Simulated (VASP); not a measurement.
Crystal: ZrSi2.

```
Zr Si
1.0
    -1.64386    1.64386    4.58521
     1.64386   -1.64386    4.58521
     1.64386    1.64386   -4.58521
Zr Si
1 2
Direct
  0.00000 0.00000 0.00000
  0.31004 0.31004 0.00000
  0.68996 0.68996 0.00000
```

Base run:

- Program: VASP 6.6.1
- Functional: PBE
- Potentials or basis: VASP PAW PBE potentials, release 64 (Zr_sv, Si)
- Cutoff: 520 eV
- k mesh: 14 × 14 × 14
- Occupations: gaussian, width 0.05 eV
- Spin: no spin polarisation

Its results: band gap on the k mesh zero (bands 10 and 11 overlap by 1.49 eV); pressure 0.0 GPa.

Problem. The run is repeated on the same cell with these changes: functional from PBE to LDA; potentials or basis from VASP PAW PBE potentials, release 64 (Zr_sv, Si) to VASP PAW LDA potentials, release 64 (Zr_sv, Si). What comes out?

Solution. Band gap on the k mesh zero (bands 10 and 11 overlap by 1.48 eV); pressure -5.8 GPa.

Caveats: the cell stands under tension (at least some runs).
